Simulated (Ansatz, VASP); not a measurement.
## One calculation of Ir, two programs

Contents of POSCAR:

```
Ir
1.0
    0.0000000000      1.9026635054      1.9026635054
    1.9026635054      0.0000000000      1.9026635054
    1.9026635054      1.9026635054      0.0000000000
Ir
1
Direct
    0.0000000000      0.0000000000      0.0000000000
```

File INCAR.step1:

```
SYSTEM = Ir
PREC = Accurate ; ENCUT = 520
ISMEAR = 0 ; SIGMA = 0.1
LREAL = .FALSE. ; LASPH = .TRUE.
NELM = 60 ; NBANDS = 10
GGA = PE ; ALGO = Normal
EDIFF = 1E-4 ; LWAVE = .TRUE.
LCHARG = .FALSE.
```

Contents of INCAR.step2:

```
SYSTEM = Ir
PREC = Accurate ; ENCUT = 520
EDIFF = 1E-7 ; ISMEAR = 0
SIGMA = 0.1 ; LREAL = .FALSE.
LASPH = .TRUE. ; NELM = 60
ALGO = Normal ; ISIF = 2
LWAVE = .FALSE. ; LCHARG = .FALSE.
METAGGA = R2SCAN ; LMIXTAU = .TRUE.
NBANDS = 10 ; ISTART = 1
```

File KPOINTS:

```
Automatic mesh
0
G
  18 18 18
  0 0 0
```

Input for Ansatz:

```yaml
crystal:
  lattice:
    - [0.0, 1.9026635057, 1.9026635057]
    - [1.9026635057, 0.0, 1.9026635057]
    - [1.9026635057, 1.9026635057, 0.0]
  atoms:
    - { symbol: Ir, position: [0.0, 0.0, 0.0] }
basis:
  ecutwfc: 500
kpoints:
  mp_grid: { grid: [18, 18, 18] }
hamiltonian:
  xc: r2scan
scf:
  occupations: { method: gaussian, width: 0.1 }
output:
  forces: true
  stress: true
  eigenvalues: true
```

Alike in both runs: task single point; functional r2SCAN; k mesh 18 × 18 × 18; occupations gaussian, width 0.1 eV; no spin polarisation.

|  | VASP | Ansatz |
| --- | --- | --- |
| version | VASP 6.6.1 | Ansatz 0.2.0 |
| potentials or method | VASP PAW PBE potentials, release 64 (Ir), cutoff 520 eV | scalar-relativistic, plane waves, PAW |
| valence electrons in the cell | 9 | 17 |

|  | VASP | Ansatz | Ansatz less VASP |
| --- | --- | --- | --- |
| gap on the k mesh at the Fermi level (eV) | none | none | - |
| pressure (GPa) | 15.4 | 12.4 | -2.94 |

VASP's potentials were made for PBE, not for r2SCAN. A gap of «none» marks a metal or a gap that the smearing closes. VASP's potentials hold 9 valence electrons a cell and Ansatz's 17, so a difference there can come from the potentials and not from the codes.

Spin-orbit coupling is off throughout.
